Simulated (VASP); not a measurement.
# HfO2: single point with PBEsol

The system is HfO2.

```
CELL_PARAMETERS angstrom
-0.13679 2.52108 2.52108
2.52108 -0.13679 2.52108
2.52108 2.52108 -0.13679
ATOMIC_POSITIONS crystal
Hf 0.00000 0.00000 0.00000
O 0.25000 0.25000 0.25000
O 0.75000 0.75000 0.75000
```

```
Program                : VASP 6.6.1
Task                   : single point
Functional             : PBEsol
Potentials or basis    : VASP PAW PBE potentials, release 64 (Hf_pv, O)
Cutoff                 : 520 eV
k mesh                 : 8 × 8 × 8
Occupations            : gaussian, width 0.05 eV
Spin                   : no spin polarisation
Dipole correction      : no
Further INCAR settings : ALGO = Normal; EDIFF = 1e-06; NBANDS = 18
```

- Pressure: -18.6 GPa
- Largest force: 0.527 eV/Å
- Band gap on the k mesh: 3.58 eV, direct

Forces in eV/Å, atoms in the order of the input:
```
Hf   0.000  0.000  0.000
O    0.304  0.304  0.304
O   -0.304 -0.304 -0.304
```

Stress tensor (GPa, compression positive):
```
-18.57   4.28   4.28
  4.28 -18.57   4.28
  4.28   4.28 -18.57
```

Levels at points of the mesh, in eV from the valence-band top:
| k point | band 9 | band 10 | band 11 | band 12 | band 13 | band 14 |
| --- | --- | --- | --- | --- | --- | --- |
| (0.00, 0.00, 0.00) | -0.61 | -0.54 | -0.54 | 3.70 | 3.70 | 5.16 |
| (0.50, 0.00, 0.00) | -2.67 | -1.82 | -1.58 | 4.09 | 4.56 | 6.19 |
| (0.50, 0.50, 0.00) | -1.77 | -1.14 | 0.00 | 3.58 | 5.22 | 5.90 |
| (0.50, 0.50, 0.50) | -2.46 | -1.87 | -1.87 | 4.55 | 4.55 | 7.03 |

Wall time 16 s on 1 thread of Intel(R) Xeon(R) 6975P-C (Granite Rapids), with other jobs on the host, peak memory 0.18 GiB.

Caveat: the PAW data sets were made with another functional, which shifts forces and pressure a little; spin-orbit coupling is left out, which moves the levels of the heavy elements. A k mesh can miss the band edges.
